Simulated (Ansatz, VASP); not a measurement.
**One calculation of Cu, two programs**

```
CELL_PARAMETERS angstrom
-11.56895 0.00000 0.00000
0.00000 -2.29226 0.00000
-4.59510 0.00000 22.49334
ATOMIC_POSITIONS crystal
Cu 0.50662 0.50000 0.48333
```

Alike in both runs: task single point; functional PBE; dispersion D3(BJ); k mesh 6 × 25 × 3; occupations gaussian, width 0.15 eV; no spin polarisation.

|  | VASP | Ansatz |
| --- | --- | --- |
| version | VASP 6.6.1 | Ansatz 0.2.0 |
| potentials or method | VASP PAW PBE potentials, release 64 (Cu), cutoff 520 eV | scalar-relativistic, plane waves, PAW |
| valence electrons in the cell | 11 | 19 |

|  | VASP | Ansatz | Ansatz less VASP |
| --- | --- | --- | --- |
| gap on the k mesh at the Fermi level (eV) | none | none | - |
| pressure (GPa) | 0.0 | 0.0 | 0.00 |

A gap of «none» marks a metal or a gap that the smearing closes. VASP's potentials hold 11 valence electrons a cell and Ansatz's 19, so a difference there can come from the potentials and not from the codes.
